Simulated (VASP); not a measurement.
# ZrSi3 (Pm-3m) in VASP: further runs, part 2 of 2

VASP 6.6.1.

## Step 4: Single point, LDA

INCAR reads:

```
SYSTEM = ZrSi3
  PREC = Accurate
  ENCUT = 520
  EDIFF = 1E-6
  ISMEAR = 0
  SIGMA = 0.05
  LREAL = .False.
  LASPH = .True.
  NELM = 100
  ALGO = Normal
  ISIF = 2
  LWAVE = .False.
  LCHARG = .True.
  GGA = CA
  LELF = .True.
  LVHAR = .True.
  NBANDS = 20
```

KPOINTS reads:

```
regular mesh
0
Gamma
  8 8 8
  0 0 0
```

POSCAR reads:

```
ZrSi3
1.0
    3.9899433751      0.0000000000      0.0000000000
    0.0000000000      3.9899433751      0.0000000000
    0.0000000000      0.0000000000      3.9899433751
Zr Si
1 3
Direct
    0.0000000000      0.0000000000      0.0000000000
    0.0000000000      0.5000000000      0.5000000000
    0.5000000000      0.5000000000      0.0000000000
    0.5000000000      0.0000000000      0.5000000000
```

Potentials or basis: VASP PAW LDA potentials, release 64 (Zr_sv, Si).

The run is started by

```console
> cat potpaw_LDA.64/Zr_sv/POTCAR potpaw_LDA.64/Si/POTCAR > POTCAR
> mpirun -np 1 vasp_std > vasp.out
```

OUTCAR:

```text
SYSTEM = ZrSi3
   PREC = Accurate
   ENCUT = 520
   EDIFF = 1E-6
   ISMEAR = 0
   LREAL = .False.
   LASPH = .True.
   NELM = 100
   ISIF = 2
   GGA = CA

 ion  position               nearest neighbor table
   1  0.000  0.000  0.000-   2 2.82   3 2.82   4 2.82   2 2.82   4 2.82   2 2.82   3 2.82   2 2.82
                             3 2.82   4 2.82   4 2.82   3 2.82
   2  0.000  0.500  0.500-   1 2.82   3 2.82   4 2.82   1 2.82   3 2.82   1 2.82   4 2.82   1 2.82
                             3 2.82   4 2.82   3 2.82   4 2.82
   3  0.500  0.500  0.000-   1 2.82   2 2.82   4 2.82   2 2.82   4 2.82   1 2.82   4 2.82   4 2.82
                             1 2.82   2 2.82   2 2.82   1 2.82
   4  0.500  0.000  0.500-   1 2.82   2 2.82   3 2.82   1 2.82   3 2.82   2 2.82   3 2.82   3 2.82
                             1 2.82   2 2.82   1 2.82   2 2.82

  LATTYP: Found a simple cubic cell.
 ALAT       =     3.9899433751

  Lattice vectors:

 A1 = (   3.9899433751,   0.0000000000,   0.0000000000)
 A2 = (   0.0000000000,   3.9899433751,   0.0000000000)
 A3 = (   0.0000000000,   0.0000000000,   3.9899433751)

Analysis of symmetry for initial positions (statically):
=====================================================================
 Subroutine PRICEL returns:
 Original cell was already a primitive cell.

 Routine SETGRP: Setting up the symmetry group for a
 simple cubic supercell.

 Subroutine GETGRP returns: Found 48 space group operations
 (whereof 48 operations were pure point group operations)
 out of a pool of 48 trial point group operations.

The static configuration has the point symmetry O_h .

Analysis of symmetry for dynamics (positions and initial velocities):
=====================================================================
 Subroutine PRICEL returns:
 Original cell was already a primitive cell.

 Routine SETGRP: Setting up the symmetry group for a
 simple cubic supercell.

 Subroutine GETGRP returns: Found 48 space group operations
 (whereof 48 operations were pure point group operations)
 out of a pool of 48 trial point group operations.

The dynamic configuration has the point symmetry O_h .

 Subroutine INISYM returns: Found 48 space group operations
 (whereof 48 operations are pure point group operations),
 and found     1 'primitive' translations

----------------------------------------------------------------------------------------

                                     Primitive cell

  volume of cell :      63.5185

  direct lattice vectors                    reciprocal lattice vectors
     3.989943375  0.000000000  0.000000000     0.250630123  0.000000000  0.000000000
     0.000000000  3.989943375  0.000000000     0.000000000  0.250630123  0.000000000
     0.000000000  0.000000000  3.989943375     0.000000000  0.000000000  0.250630123

  length of vectors
     3.989943375  3.989943375  3.989943375     0.250630123  0.250630123  0.250630123

  position of ions in fractional coordinates (direct lattice)
     0.000000000  0.000000000  0.000000000
     0.000000000  0.500000000  0.500000000
     0.500000000  0.500000000  0.000000000
     0.500000000  0.000000000  0.500000000

  ion indices of the primitive-cell ions
   primitive index   ion index
                 1           1
                 2           2
                 3           3
[... 29 lines left out ...]
            Coordinates               Weight
  0.000000  0.000000  0.000000      1.000000
  0.125000  0.000000  0.000000      6.000000
  0.250000  0.000000  0.000000      6.000000
  0.375000  0.000000  0.000000      6.000000
  0.500000  0.000000  0.000000      3.000000
  0.125000  0.125000  0.000000     12.000000
[... 16 lines left out ...]
  0.375000  0.375000  0.125000     24.000000
  0.500000  0.375000  0.125000     24.000000
 [... further k-points ...]
   k-points           NKPTS =     35   k-points in BZ     NKDIM =     35   number of bands    NBANDS=     20
   number of dos      NEDOS =    301   number of ions     NIONS =      4
   total plane-waves  NPLWV =  27000
   dimension x,y,z NGX =    30 NGY =   30 NGZ =   30
   dimension x,y,z NGXF=    60 NGYF=   60 NGZF=   60
   ions per type =               1   3
   NGX,Y,Z   is equivalent  to a cutoff of  12.50, 12.50, 12.50 a.u.
   NGXF,Y,Z  is equivalent  to a cutoff of  25.00, 25.00, 25.00 a.u.
 SYSTEM =  ZrSi3
   PREC   = accura    normal or accurate (medium, high low for compatibility)
   ISTART =      0    job   : 0-new  1-cont  2-samecut
   ICHARG =      2    charge: 1-file 2-atom 10-const
   ISPIN  =      1    spin polarized calculation?
   LNONCOLLINEAR =      F non collinear calculations
   LSORBIT =      F    spin-orbit coupling
   LASPH  =      T    aspherical Exc in radial PAW
   ENCUT  =  520.0 eV  38.22 Ry    6.18 a.u.   7.42  7.42  7.42*2*pi/ulx,y,z
   NELM   =    100;   NELMIN=  2; NELMDL= -5     # of ELM steps
   EDIFF  = 0.1E-05   stopping-criterion for ELM
   LREAL  =      F    real-space projection
   EDIFFG = 0.1E-04   stopping-criterion for IOM
   NSW    =      0    number of steps for IOM
   IBRION =     -1    ionic relax: 0-MD 1-quasi-New 2-CG
   NFREE  =      0    steps in history (QN), initial steepest desc. (CG)
   ISIF   =      2    stress and relaxation
   ISYM   =      2    0-nonsym 1-usesym 2-fastsym
   POTIM  = 0.5000    time-step for ionic-motion
   TEBEG  =    0.0;   TEEND  =   0.0 temperature during run
   PSTRESS=    0.0 pullay stress
   NELECT =      24.0000    total number of electrons
   NUPDOWN=      -1.0000    fix difference up-down
   EMIN   =  10.00;   EMAX   =-10.00  energy-range for DOS
   EFERMI =   0.00;   METHOD = LEGACY
   ISMEAR =     0;   SIGMA  =   0.05  broadening in eV -4-tet -1-fermi 0-gaus
   EFERMI_NEDOS =   21; number of points for ismear=-14 and -15
   IALGO  =     38    algorithm
   IMIX   =      4    mixing-type and parameters
     AMIX     =   0.40;   BMIX     =  1.00
     AMIX_MAG =   1.60;   BMIX_MAG =  1.00
  volume/ion in A,a.u.               =      15.88       107.16
  Fermi-wavevector in a.u.,A,eV,Ry     =   1.183528  2.236543 19.058203  1.400738
  Thomas-Fermi vector in A             =   2.319761
   LORBIT       =      0    0 simple, 1 ext, 2 COOP (PROOUT), +10 PAW based schemes
   GGA     = CA    functional components
   LHFCALC =     F    Hartree Fock is set to
   AEXX    =    0.0000 exact exchange contribution
   IVDW    =     0    specifies the selected vdW correction
   LEPSILON=     F    determine dielectric tensor
   LRPA    =     F    only Hartree local field effects (RPA)
 non-spin polarized calculation
 Gauss-broadening in eV      SIGMA  =   0.05
  energy-cutoff  :      520.00
  volume of cell :       63.52
 maximum number of plane-waves:      1743
 NGX is ok and might be reduce to    30
   NGX = 15   NGY = 15   NGZ = 15

 number of electron      24.0000001 magnetization

 Free energy of the ion-electron system (eV)
  ---------------------------------------------------
  ext. energy  EPLUGINS =         0.00000000
  ---------------------------------------------------
  free energy    TOTEN  =       -28.05934307 eV

  energy without entropy =      -28.05728328  energy(sigma->0) =      -28.05831318

 E-fermi :  10.5679     XC(G=0): -11.4886

 val. band max:       10.5253679768   @ k =   0.2500   0.0000   0.0000
 cond. band min:      10.5837676958   @ k =   0.2500   0.2500   0.2500
 fundamental gap:      0.0583997190
 Fermi energy:        10.5678668096

 k-point     1 :       0.0000    0.0000    0.0000
  band No.  band energies     occupation
      1     -38.4957      2.00000
      2     -16.7502      2.00000
      3     -16.7502      2.00000
      4     -16.7502      2.00000
      5      -2.3717      2.00000
      6       4.6247      2.00000
[... 541 lines left out ...]
     19      15.8437      0.00000
     20      16.8210      0.00000

 [... further k-points ...]

------------------------ aborting loop because EDIFF is reached ----------------------------------------

  FORCE on cell =-STRESS in cart. coord.  units (eV):
  Direction    XX          YY          ZZ          XY          YZ          ZX
  --------------------------------------------------------------------------------------
  -------------------------------------------------------------------------------------
  Total       -2.0851567     -2.0851567     -2.0851567     -0.0000000     -0.0000000     -0.0000000
  in kB      -52.5955604    -52.5955604    -52.5955604     -0.0000000     -0.0000000     -0.0000000
  external PRESSURE =     -52.5955604 kB  Pullay stress =       0.0000000 kB

 VOLUME and BASIS-vectors are now :
 -----------------------------------------------------------------------------
  energy-cutoff  :      520.00
  volume of cell :       63.52
      direct lattice vectors                 reciprocal lattice vectors
     3.989943375  0.000000000  0.000000000     0.250630123  0.000000000  0.000000000
     0.000000000  3.989943375  0.000000000     0.000000000  0.250630123  0.000000000
     0.000000000  0.000000000  3.989943375     0.000000000  0.000000000  0.250630123

 POSITION                                       TOTAL-FORCE (eV/Angst)
 -----------------------------------------------------------------------------------
      0.00000      0.00000      0.00000         0.000000      0.000000      0.000000
      0.00000      1.99497      1.99497         0.000000      0.000000      0.000000
      1.99497      1.99497      0.00000         0.000000      0.000000      0.000000
      1.99497      0.00000      1.99497         0.000000      0.000000      0.000000
 -----------------------------------------------------------------------------------
    total drift:                               -0.000000     -0.000000      0.000000

  FREE ENERGIE OF THE ION-ELECTRON SYSTEM (eV)
  ---------------------------------------------------
  free  energy   TOTEN  =       -28.0593430720 eV

  energy  without entropy=      -28.0572832832  energy(sigma->0) =      -28.05831318
```

OSZICAR:

```text
N       E                     dE             d eps       ncg     rms          rms(c)
DAV:   1     0.112299620078E+03    0.11230E+03   -0.11620E+04  1400   0.112E+03
DAV:   2    -0.227394736730E+02   -0.13504E+03   -0.13159E+03  1668   0.250E+02
DAV:   3    -0.289287470149E+02   -0.61893E+01   -0.61009E+01  2296   0.429E+01
DAV:   4    -0.290497212582E+02   -0.12097E+00   -0.12073E+00  1804   0.574E+00
DAV:   5    -0.290531483868E+02   -0.34271E-02   -0.34268E-02  2104   0.809E-01    0.171E+01
DAV:   6    -0.281325432260E+02    0.92061E+00   -0.27889E+00  1652   0.934E+00    0.695E+00
DAV:   7    -0.280733984678E+02    0.59145E-01   -0.22377E-01  1840   0.241E+00    0.304E+00
DAV:   8    -0.280596369241E+02    0.13762E-01   -0.32723E-02  1840   0.903E-01    0.311E-01
DAV:   9    -0.280593449998E+02    0.29192E-03   -0.25205E-03  1792   0.330E-01    0.125E-01
DAV:  10    -0.280593480709E+02   -0.30710E-05   -0.21610E-04  1960   0.103E-01    0.533E-02
DAV:  11    -0.280593433319E+02    0.47390E-05   -0.18126E-05  1684   0.334E-02    0.736E-03
DAV:  12    -0.280593430720E+02    0.25990E-06   -0.19476E-06  1468   0.954E-03
   1 F= -.28059343E+02 E0= -.28058313E+02  d E =-.205979E-02
```

stdout:

```text
POSCAR found type information on POSCAR ZrSi
 POSCAR found :  2 types and       4 ions
 scaLAPACK will be used
 LDA part: xc-table for (Slater(with rela. corr.)+CA(PZ))
 , standard interpolation
 POSCAR, INCAR and KPOINTS ok, starting setup
 FFT: planning ... GRIDC
 FFT: planning ... GRID_SOFT
 FFT: planning ... GRID
 WAVECAR not read
 entering main loop
```

It took 63 s on 1 thread of AMD EPYC 7R13, shared host; peak memory 0.14 GiB.

Results:

| Item | Value |
| --- | --- |
| Free energy | -28.0593 eV |
| Pressure | -5.3 GPa |
| Band gap on the k mesh | zero (bands 12 and 13 overlap by 2.36 eV) |

Caveat: the cell stands under tension.

## Step 5: Summary

```tsv
level	potentials or basis	k mesh	gap on the mesh (eV)	pressure (GPa)
PBE	VASP PAW PBE potentials, release 64 (Zr_sv, Si)	8 × 8 × 8, shifted	none	-0.2
PBEsol	VASP PAW PBE potentials, release 64 (Zr_sv, Si)	8 × 8 × 8	none	-3.3
LDA	VASP PAW LDA potentials, release 64 (Zr_sv, Si)	8 × 8 × 8	none	-5.3
```

Alike in all rows: task single point; no spin polarisation; cell as given; cutoff (eV) 520; smearing gaussian 0.05 eV.

Caveats: the cell stands under tension (at least some runs); the PAW data sets were made with another functional, which shifts forces and pressure a little (at least some runs).

Total energies depend on the potentials used, so only differences within one code and one set of settings carry meaning.
